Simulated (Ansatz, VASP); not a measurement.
## Sr2C: VASP beside Ansatz

```
CELL_PARAMETERS angstrom
0.00000 3.36014 3.36014
3.36014 0.00000 3.36014
3.36014 3.36014 0.00000
ATOMIC_POSITIONS crystal
C 0.00000 0.00000 0.00000
Sr 0.25000 0.25000 0.25000
Sr 0.75000 0.75000 0.75000
```

Alike in both runs: task single point; functional r2SCAN; k mesh 6 × 6 × 6; occupations fermi-dirac, width 0.02 eV; no spin polarisation.

|  | VASP | Ansatz |
| --- | --- | --- |
| version | VASP 6.6.1 | Ansatz 0.2.0 |
| potentials or method | VASP PAW PBE potentials, release 64 (C, Sr_sv) | plane waves, PAW |
| plane-wave cutoff (eV) | 520 | 500 |
| valence electrons in the cell | 24 | 24 |

```csv
,VASP,Ansatz,Ansatz less VASP
pressure (GPa),0.2,0.0,-0.20
```

VASP's potentials were made for PBE, not for r2SCAN.
